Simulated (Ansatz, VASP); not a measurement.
**Two plane-wave programs on SnSe**

Contents of POSCAR:

```
SnSe
1.0
    0.0000000000      2.9408283485      2.9408283485
    2.9408283485      0.0000000000      2.9408283485
    2.9408283485      2.9408283485      0.0000000000
Sn Se
1 1
Direct
    0.0000000000      0.0000000000      0.0000000000
    0.5000000000      0.5000000000      0.5000000000
```

Contents of INCAR.step1:

```
PREC     = Accurate       # precision mode
ENCUT    = 520            # plane-wave cutoff, eV
ISMEAR   = -1             # smearing method
SIGMA    = 0.02           # smearing width, eV
LREAL    = F              # projectors in reciprocal space
LASPH    = T              # aspherical terms in the spheres
NELM     = 100            # most SCF steps
NBANDS   = 17             # bands
GGA      = PE             # functional
ALGO     = Normal         # electronic algorithm
EDIFF    = 1E-4           # SCF threshold, eV
LWAVE    = T              # write WAVECAR
LCHARG   = F              # write CHGCAR
```

File INCAR.step2:

```
PREC     = Accurate       # precision mode
ENCUT    = 520            # plane-wave cutoff, eV
EDIFF    = 1E-6           # SCF threshold, eV
ISMEAR   = -1             # smearing method
SIGMA    = 0.02           # smearing width, eV
LREAL    = F              # projectors in reciprocal space
LASPH    = T              # aspherical terms in the spheres
NELM     = 100            # most SCF steps
ALGO     = Normal         # electronic algorithm
ISIF     = 2              # what is computed and relaxed
LWAVE    = F              # write WAVECAR
LCHARG   = T              # write CHGCAR
METAGGA  = R2SCAN         # meta-GGA
LMIXTAU  = T            
LELF     = T              # ELF
LVHAR    = T            
NBANDS   = 17             # bands
ISTART   = 1
```

KPOINTS

```
regular mesh
0
Gamma
  6 6 6
```

Input for Ansatz:

```yaml
crystal:
  lattice:
    - [0.0, 2.9408283485, 2.9408283485]
    - [2.9408283485, 0.0, 2.9408283485]
    - [2.9408283485, 2.9408283485, 0.0]
  atoms:
    - { symbol: Sn, position: [0.0, 0.0, 0.0] }
    - { symbol: Se, position: [0.5, 0.5, 0.5] }
kpoints:
  mp_grid: { grid: [6, 6, 6] }
hamiltonian:
  xc: r2scan
scf:
  occupations: { method: fermi_dirac, width: 0.02 }
  n_extra_bands: 4
output:
  forces: true
  stress: true
  eigenvalues: true
```

Alike in both runs: task single point; functional r2SCAN; k mesh 6 × 6 × 6; occupations fermi-dirac, width 0.02 eV; no spin polarisation.

|  | VASP | Ansatz |
| --- | --- | --- |
| version | VASP 6.6.1 | Ansatz 0.2.0 |
| potentials or method | VASP PAW PBE potentials, release 64 (Sn_d, Se) | plane waves, PAW |
| plane-wave cutoff (eV) | 520 | 500 |
| valence electrons in the cell | 20 | 30 |

```tsv
	VASP	Ansatz	Ansatz less VASP
gap on the k mesh at the Fermi level (eV)	0.80	0.80	0.000
pressure (GPa)	3.8	3.8	-0.03
```

VASP's potentials were made for PBE, not for r2SCAN. The functional is the same, so the differences come from potentials, cutoffs and numerics. VASP's potentials hold 20 valence electrons a cell and Ansatz's 30, so a difference there can come from the potentials and not from the codes.
